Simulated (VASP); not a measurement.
Wanted: the native input for a VASP 6.6.1 run.

- Task: relaxation of the atoms
- Functional: PBE
- Potentials or basis: VASP PAW PBE potentials, release 64 (Ir_sv_GW, O)
- Cutoff: 520 eV
- k mesh: 12 × 12 × 1
- Occupations: gaussian, width 0.1 eV
- Spin: no spin polarisation
- Dipole correction: yes
- Atoms held fixed (from 0): [0, 1, 2]
- Further INCAR settings: ALGO = Normal; EDIFF = 1e-07; NELMDL = -8; IBRION = 2; EDIFFG = -0.025; NSW = 36
- Atoms held along some axes (from 0): atom 3 along a and b

The structure of Ir3O lies in POSCAR:

```
Ir3O
1.0
    2.7367600872      0.0000000000      0.0000000000
   -1.3683800436      2.3701037596      0.0000000000
    0.0000000000      0.0000000000     19.8425800730
Ir O
3 1
Selective dynamics
Direct
    0.6666666667      0.3333333333      0.2015866881  F F F
    0.3333333333      0.6666666667      0.3110139949  F F F
    0.0000000000      0.0000000000      0.4204382718  F F F
    0.6666666667      0.3333333333      0.4739929746  F F T
```

These files were run (other wordings do the same):

INCAR

```
SYSTEM = Ir3O
ALGO = Normal ; DIPOL = 0.5 0.5 0.352
EDIFF = 1E-7 ; EDIFFG = -0.025
ENCUT = 520 ; GGA = PE
GGA_COMPAT = .FALSE. ; IBRION = 2
IDIPOL = 3 ; ISIF = 2
ISMEAR = 0 ; LASPH = .TRUE.
LCHARG = .FALSE. ; LDIPOL = .TRUE.
LREAL = .FALSE. ; LWAVE = .FALSE.
NELM = 120 ; NELMDL = -8
NELMIN = 4 ; NSW = 36
PREC = Accurate ; SIGMA = 0.1
```

KPOINTS

```
k-points
0
G
  12 12 1
  0 0 0
```

Potentials or basis: VASP PAW PBE potentials, release 64 (Ir_sv_GW, O).

Launch:

```sh
$ cat potpaw_PBE.64/Ir_sv_GW/POTCAR potpaw_PBE.64/O/POTCAR > POTCAR
$ mpirun -np 1 vasp_std > vasp.out
```

It gave:

```json
{
  "Energy gained by relaxing": "123.4 meV/atom",
  "Ionic steps": "3",
  "Band gap on the k mesh": "zero (an odd number of electrons rules out a gap without spin polarisation)"
}
```

Caveat: spin-orbit coupling is left out, which moves the levels of the heavy elements.

Run time: 5.3 min on 1 thread of Intel(R) Xeon(R) Platinum 8488C (Sapphire Rapids), on a shared host, peak memory 0.28 GiB.
